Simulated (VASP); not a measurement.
# Mg5ZnO6 (P-4m2) in VASP: notebook, part 2 of 2

VASP 6.6.1.

## (4) Single point, PBE

File INCAR:

```
SYSTEM = Mg5ZnO6
PREC = Accurate ; ENCUT = 520
EDIFF = 1E-6 ; ISMEAR = 0
SIGMA = 0.02 ; LREAL = .False.
LASPH = .True. ; NELM = 60
ALGO = Normal ; ISIF = 2
LWAVE = .False. ; LCHARG = .False.
GGA = PE ; NBANDS = 41
```

File KPOINTS:

```
regular mesh
0
Gamma
  8 8 2
  0 0 0
```

File POSCAR:

```
Mg5ZnO6
1.0
    3.2678287387      0.0000000000      0.0000000000
    0.0000000000      3.2678287387      0.0000000000
    0.0000000000      0.0000000000     13.7795331410
Mg Zn O
5 1 6
Direct
    0.0000000000      0.0000000000      0.0000000000
    0.5000000000      0.5000000000      0.1669740222
    0.0000000000      0.0000000000      0.3340232411
    0.0000000000      0.0000000000      0.6659767589
    0.5000000000      0.5000000000      0.8330259778
    0.5000000000      0.5000000000      0.5000000000
    0.5000000000      0.0000000000      0.0834836616
    0.0000000000      0.5000000000      0.2504777044
    0.5000000000      0.0000000000      0.4156559498
    0.0000000000      0.5000000000      0.5843440502
    0.5000000000      0.0000000000      0.7495222956
    0.0000000000      0.5000000000      0.9165163384
```

Potentials or basis: VASP PAW PBE potentials, release 64 (Mg, Zn, O).

Started as:

```console
$ cat potpaw_PBE.64/Mg/POTCAR potpaw_PBE.64/Zn/POTCAR potpaw_PBE.64/O/POTCAR > POTCAR
$ mpirun -np 1 vasp_std > vasp.out
```

OUTCAR:

```text
SYSTEM = Mg5ZnO6
   PREC = Accurate
   ENCUT = 520
   EDIFF = 1E-6
   ISMEAR = 0
   LREAL = .False.
   LASPH = .True.
   NELM = 60
   ISIF = 2
   GGA = PE

 ion  position               nearest neighbor table
   1  0.000  0.000  0.000-   7 2.00  12 2.00  12 2.00   7 2.00   2 3.26   5 3.26   2 3.26   2 3.26
                             5 3.26   5 3.26   2 3.26   5 3.26
   2  0.500  0.500  0.167-   7 2.00   7 2.00   8 2.00   8 2.00   1 3.26   1 3.26   1 3.26   1 3.26
                             3 3.26   3 3.26   3 3.26   3 3.26
   3  0.000  0.000  0.334-   9 1.98   9 1.98   8 2.00   8 2.00   6 3.25   6 3.25   6 3.25   6 3.25
                             2 3.26   2 3.26   2 3.26   2 3.26
   4  0.000  0.000  0.666-  10 1.98  10 1.98  11 2.00  11 2.00   6 3.25   6 3.25   6 3.25   6 3.25
                             5 3.26   5 3.26   5 3.26   5 3.26
   5  0.500  0.500  0.833-  12 2.00  12 2.00  11 2.00  11 2.00   1 3.26   1 3.26   1 3.26   1 3.26
                             4 3.26   4 3.26   4 3.26   4 3.26
   6  0.500  0.500  0.500-   9 2.01  10 2.01   9 2.01  10 2.01   3 3.25   4 3.25   3 3.25   3 3.25
                             4 3.25   4 3.25   3 3.25   4 3.25
   7  0.500  0.000  0.083-   1 2.00   1 2.00   2 2.00   2 2.00
   8  0.000  0.500  0.250-   2 2.00   2 2.00   3 2.00   3 2.00
   9  0.500  0.000  0.416-   3 1.98   3 1.98   6 2.01   6 2.01
  10  0.000  0.500  0.584-   4 1.98   4 1.98   6 2.01   6 2.01
  11  0.500  0.000  0.750-   5 2.00   5 2.00   4 2.00   4 2.00
  12  0.000  0.500  0.917-   1 2.00   1 2.00   5 2.00   5 2.00

  LATTYP: Found a simple tetragonal cell.
 ALAT       =     3.2678287387
 C/A-ratio  =     4.2167243888

  Lattice vectors:

 A1 = (   3.2678287387,   0.0000000000,   0.0000000000)
 A2 = (   0.0000000000,   3.2678287387,   0.0000000000)
 A3 = (   0.0000000000,   0.0000000000,  13.7795331410)

Analysis of symmetry for initial positions (statically):
=====================================================================
 Subroutine PRICEL returns:
 Original cell was already a primitive cell.

 Routine SETGRP: Setting up the symmetry group for a
 simple tetragonal supercell.

 Subroutine GETGRP returns: Found  8 space group operations
 (whereof  8 operations were pure point group operations)
 out of a pool of 16 trial point group operations.

The static configuration has the point symmetry D_2d.

Analysis of symmetry for dynamics (positions and initial velocities):
=====================================================================
 Subroutine PRICEL returns:
 Original cell was already a primitive cell.

 Routine SETGRP: Setting up the symmetry group for a
 simple tetragonal supercell.

 Subroutine GETGRP returns: Found  8 space group operations
 (whereof  8 operations were pure point group operations)
 out of a pool of 16 trial point group operations.

The dynamic configuration has the point symmetry D_2d.

 Subroutine INISYM returns: Found  8 space group operations
 (whereof  8 operations are pure point group operations),
 and found     1 'primitive' translations

----------------------------------------------------------------------------------------

                                     Primitive cell

  volume of cell :     147.1476

  direct lattice vectors                    reciprocal lattice vectors
     3.267828739  0.000000000  0.000000000     0.306013589  0.000000000  0.000000000
     0.000000000  3.267828739  0.000000000     0.000000000  0.306013589  0.000000000
[... 94 lines left out ...]
   NGXF,Y,Z  is equivalent  to a cutoff of  24.42, 24.42, 26.06 a.u.
 SYSTEM =  Mg5ZnO6
   PREC   = accura    normal or accurate (medium, high low for compatibility)
   ISTART =      0    job   : 0-new  1-cont  2-samecut
   ICHARG =      2    charge: 1-file 2-atom 10-const
   ISPIN  =      1    spin polarized calculation?
   LNONCOLLINEAR =      F non collinear calculations
   LSORBIT =      F    spin-orbit coupling
   LASPH  =      T    aspherical Exc in radial PAW
   ENCUT  =  520.0 eV  38.22 Ry    6.18 a.u.   6.08  6.08 25.62*2*pi/ulx,y,z
   NELM   =     60;   NELMIN=  2; NELMDL= -5     # of ELM steps
   EDIFF  = 0.1E-05   stopping-criterion for ELM
   LREAL  =      F    real-space projection
   EDIFFG = 0.1E-04   stopping-criterion for IOM
   NSW    =      0    number of steps for IOM
   IBRION =     -1    ionic relax: 0-MD 1-quasi-New 2-CG
   NFREE  =      0    steps in history (QN), initial steepest desc. (CG)
   ISIF   =      2    stress and relaxation
   ISYM   =      2    0-nonsym 1-usesym 2-fastsym
   POTIM  = 0.5000    time-step for ionic-motion
   TEBEG  =    0.0;   TEEND  =   0.0 temperature during run
   PSTRESS=    0.0 pullay stress
   NELECT =      58.0000    total number of electrons
   NUPDOWN=      -1.0000    fix difference up-down
   EMIN   =  10.00;   EMAX   =-10.00  energy-range for DOS
   EFERMI =   0.00;   METHOD = LEGACY
   ISMEAR =     0;   SIGMA  =   0.02  broadening in eV -4-tet -1-fermi 0-gaus
   EFERMI_NEDOS =   21; number of points for ismear=-14 and -15
   IALGO  =     38    algorithm
   IMIX   =      4    mixing-type and parameters
     AMIX     =   0.40;   BMIX     =  1.00
     AMIX_MAG =   1.60;   BMIX_MAG =  1.00
  volume/ion in A,a.u.               =      12.26        82.75
  Fermi-wavevector in a.u.,A,eV,Ry     =   1.200328  2.268290 19.603089  1.440786
  Thomas-Fermi vector in A             =   2.336167
   LORBIT       =      0    0 simple, 1 ext, 2 COOP (PROOUT), +10 PAW based schemes
   GGA     = PE    functional components
   LHFCALC =     F    Hartree Fock is set to
   AEXX    =    0.0000 exact exchange contribution
   IVDW    =     0    specifies the selected vdW correction
   LEPSILON=     F    determine dielectric tensor
   LRPA    =     F    only Hartree local field effects (RPA)
 non-spin polarized calculation
 Gauss-broadening in eV      SIGMA  =   0.02
  energy-cutoff  :      520.00
  volume of cell :      147.15
 maximum number of plane-waves:      4008
   NGX = 13   NGY = 13   NGZ = 51

 number of electron      57.9999968 magnetization

 Free energy of the ion-electron system (eV)
  ---------------------------------------------------
  ext. energy  EPLUGINS =         0.00000000
  ---------------------------------------------------
  free energy    TOTEN  =       -67.47612076 eV

  energy without entropy =      -67.47612076  energy(sigma->0) =      -67.47612076

 E-fermi :   1.2411     XC(G=0):  -9.7815

 val. band max:        1.0860322724   @ k =   0.0000   0.0000   0.0000
 cond. band min:       3.5774323983   @ k =   0.0000   0.0000   0.0000
 fundamental gap:      2.4914001259
 Fermi energy:         1.2410978100

 k-point     1 :       0.0000    0.0000    0.0000
  band No.  band energies     occupation
      1     -15.6238      2.00000
      2     -15.2737      2.00000
      3     -15.2248      2.00000
      4     -14.9238      2.00000
      5     -14.7632      2.00000
      6     -14.5707      2.00000
[... 1045 lines left out ...]
     40      11.1608      0.00000
     41      11.3263      0.00000

 [... further k-points ...]

------------------------ aborting loop because EDIFF is reached ----------------------------------------

  FORCE on cell =-STRESS in cart. coord.  units (eV):
  Direction    XX          YY          ZZ          XY          YZ          ZX
  --------------------------------------------------------------------------------------
  -------------------------------------------------------------------------------------
  Total       -0.1802338     -0.1802338     -0.2069825      0.0000000      0.0000000      0.0000000
  in kB       -1.9624275     -1.9624275     -2.2536737      0.0000000      0.0000000      0.0000000
  external PRESSURE =      -2.0595096 kB  Pullay stress =       0.0000000 kB

 VOLUME and BASIS-vectors are now :
 -----------------------------------------------------------------------------
  energy-cutoff  :      520.00
  volume of cell :      147.15
      direct lattice vectors                 reciprocal lattice vectors
     3.267828739  0.000000000  0.000000000     0.306013589  0.000000000  0.000000000
     0.000000000  3.267828739  0.000000000     0.000000000  0.306013589  0.000000000
     0.000000000  0.000000000 13.779533141     0.000000000  0.000000000  0.072571399

 POSITION                                       TOTAL-FORCE (eV/Angst)
 -----------------------------------------------------------------------------------
      0.00000      0.00000      0.00000        -0.000000      0.000000      0.000000
      1.63391      1.63391      2.30082         0.000000      0.000000     -0.000109
      0.00000      0.00000      4.60268        -0.000000      0.000000     -0.006235
      0.00000      0.00000      9.17685        -0.000000      0.000000      0.006235
      1.63391      1.63391     11.47871        -0.000000     -0.000000      0.000109
      1.63391      1.63391      6.88977        -0.000000     -0.000000      0.000000
      1.63391      0.00000      1.15037        -0.000000      0.000000     -0.000165
      0.00000      1.63391      3.45147         0.000000      0.000000     -0.000713
      1.63391      0.00000      5.72754        -0.000000      0.000000     -0.077055
      0.00000      1.63391      8.05199        -0.000000      0.000000      0.077055
      1.63391      0.00000     10.32807        -0.000000      0.000000      0.000713
      0.00000      1.63391     12.62917        -0.000000      0.000000      0.000165
 -----------------------------------------------------------------------------------
    total drift:                                0.000000      0.000000     -0.000000

  FREE ENERGIE OF THE ION-ELECTRON SYSTEM (eV)
  ---------------------------------------------------
  free  energy   TOTEN  =       -67.4761207556 eV

  energy  without entropy=      -67.4761207556  energy(sigma->0) =      -67.47612076
```

Run time: 82 s. Hardware: 1 thread of Intel Xeon 6975P-C (Granite Rapids), shared host; peak memory 0.33 GiB.

Results:

```yaml
Free_energy: -67.4761 eV
Pressure: -0.2 GPa
Largest_force: 0.077 eV/Å
Band_gap_on_the_k_mesh: 2.49 eV
```

Forces on the atoms (eV/Å):
```
Mg   0.000  0.000  0.000
Mg   0.000  0.000  0.000
Mg   0.000  0.000 -0.006
Mg   0.000  0.000  0.006
Mg   0.000  0.000  0.000
Zn   0.000  0.000  0.000
O    0.000  0.000  0.000
O    0.000  0.000 -0.001
O    0.000  0.000 -0.077
O    0.000  0.000  0.077
O    0.000  0.000  0.001
O    0.000  0.000  0.000
```

A k mesh can miss the band edges.

## (5) Relaxation of cell and atoms, PBE

This run uses another cell than the first one, of 12.84 Å³/atom.

File INCAR:

```
SYSTEM = Mg5ZnO6
PREC = Accurate
ENCUT = 600
EDIFF = 1E-6
ISMEAR = 0
SIGMA = 0.1
LREAL = .FALSE.
LASPH = .TRUE.
NELM = 80
ALGO = Normal
ISIF = 3
LWAVE = .FALSE.
LCHARG = .FALSE.
GGA = PE
IBRION = 2
NSW = 90
EDIFFG = -0.04
```

File KPOINTS:

```
regular mesh
0
G
  6 6 2
  0 0 0
```

File POSCAR:

```
Mg5ZnO6
1.0
    3.3112041100      0.0000000000      0.0000000000
    0.0000000000      3.3112041100      0.0000000000
    0.0000000000      0.0000000000     14.0482492900
Mg Zn O
5 1 6
Direct
    0.0000000000      0.0000000000      0.0000000000
    0.5000000000      0.5000000000      0.1666666700
    0.0000000000      0.0000000000      0.3333333300
    0.0000000000      0.0000000000      0.6666666700
    0.5000000000      0.5000000000      0.8333333300
    0.5000000000      0.5000000000      0.5000000000
    0.5000000000      0.0000000000      0.0833333300
    0.0000000000      0.5000000000      0.2500000000
    0.5000000000      0.0000000000      0.4166666700
    0.0000000000      0.5000000000      0.5833333300
    0.5000000000      0.0000000000      0.7500000000
    0.0000000000      0.5000000000      0.9166666700
```

Started as:

```console
$ cat potpaw_PBE.64/Mg/POTCAR potpaw_PBE.64/Zn/POTCAR potpaw_PBE.64/O/POTCAR > POTCAR
$ mpirun -np 1 vasp_std > vasp.out
```

Run time: 4.7 min. Hardware: 1 thread of Intel Xeon 6975P-C (Granite Rapids), shared host; peak memory 0.37 GiB.

It converged, with:

* Free energy: -67.5054 eV
* Relaxed volume: 12.23 Å³/atom
* Relaxed cell: a = 3.261 Å, b = 3.261 Å, c = 13.803 Å, α = 90.00°, β = 90.00°, γ = 90.00°
* Space group after relaxing (to 0.1 Å): P-4m2 (No. 115)
* Energy gained by relaxing: 11.2 meV/atom
* Ionic steps: 6
* Pressure after relaxing: -0.1 GPa
* Largest force after relaxing: 0.034 eV/Å
* Band gap on the k mesh: 2.50 eV

Forces in eV/Å, atoms in the order of the input:
```
Mg   0.000  0.000  0.000
Mg   0.000  0.000  0.034
Mg   0.000  0.000 -0.027
Mg   0.000  0.000  0.027
Mg   0.000  0.000 -0.034
Zn   0.000  0.000  0.000
O    0.000  0.000  0.000
O    0.000  0.000 -0.022
O    0.000  0.000  0.002
O    0.000  0.000 -0.002
O    0.000  0.000  0.022
O    0.000  0.000  0.000
```

Stress tensor (GPa, compression positive):
```
-0.04  0.00  0.00
 0.00 -0.04  0.00
 0.00  0.00 -0.24
```

Step by step:
```csv
step,energy change (eV),largest force (eV/Å),pressure (GPa),volume (Å³)
1,0.0000,0.3188,-5.23,154.03
2,-0.1250,0.0865,1.45,144.88
3,-0.1326,0.1206,0.08,146.56
4,-0.1326,0.1255,-0.03,146.70
5,-0.1339,0.0424,-0.09,146.74
6,-0.1341,0.0344,-0.11,146.76
```

Final structure:
```
Mg Zn O
1.0
     3.26081    0.00000    0.00000
     0.00000    3.26081    0.00000
     0.00000    0.00000   13.80263
Mg Zn O
5 1 6
Direct
  0.00000 0.00000 0.00000
  0.50000 0.50000 0.16666
  0.00000 0.00000 0.33377
  0.00000 0.00000 0.66623
  0.50000 0.50000 0.83334
  0.50000 0.50000 0.50000
  0.50000 0.00000 0.08332
  0.00000 0.50000 0.25029
  0.50000 0.00000 0.41516
  0.00000 0.50000 0.58484
  0.50000 0.00000 0.74971
  0.00000 0.50000 0.91668
```

Levels at points of the mesh, in eV from the valence-band top:
| k point | band 27 | band 28 | band 29 | band 30 | band 31 | band 32 |
| --- | --- | --- | --- | --- | --- | --- |
| (0.00, 0.00, 0.00) | -0.29 | 0.00 | 0.00 | 2.50 | 4.12 | 4.41 |
| (0.50, 0.00, 0.00) | -0.74 | -0.52 | -0.24 | 6.21 | 7.13 | 7.39 |
| (0.50, 0.50, 0.00) | -1.36 | -1.34 | -1.34 | 5.63 | 5.63 | 6.57 |
| (0.00, 0.00, 0.50) | -0.45 | 0.00 | 0.00 | 2.83 | 3.37 | 5.28 |
| (0.50, 0.00, 0.50) | -0.73 | -0.48 | -0.24 | 6.20 | 7.20 | 7.37 |
| (0.50, 0.50, 0.50) | -1.38 | -1.38 | -1.36 | 5.88 | 5.88 | 6.03 |

A k mesh can miss the band edges.

## (6) The runs side by side

| task | cell | k mesh | cutoff (eV) | smearing | gap on the mesh (eV) | pressure (GPa) | largest force (eV/Å) |
| --- | --- | --- | --- | --- | --- | --- | --- |
| single point | a = 3.267, b = 3.267, c = 13.784 Å, 12 atoms, atomic positions A | 6 × 6 × 2 | 520 | gaussian 0.1 eV | 2.49 | -0.2 | 0.08 |
| single point | a = 3.311, b = 3.311, c = 14.048 Å, 12 atoms, atomic positions B | 6 × 6 × 2 | 520 | gaussian 0.1 eV | 2.26 | -5.1 | 0.32 |
| single point | a = 3.268, b = 3.268, c = 13.780 Å, 12 atoms, atomic positions A | 8 × 8 × 2 | 520 | gaussian 0.02 eV | 2.49 | -0.2 | 0.08 |
| relaxation of cell and atoms | relaxed from a = 3.311, b = 3.311, c = 14.048 Å, 12 atoms, atomic positions B | 6 × 6 × 2 | 600 | gaussian 0.1 eV | 2.50 | -0.1 | 0.03 |

Alike in all rows: level PBE; potentials or basis VASP PAW PBE potentials, release 64 (Mg, Zn, O); no spin polarisation.

Caveats: the cell stands under tension (at least some runs).

Absolute energies hang on the potentials; compare differences alone.
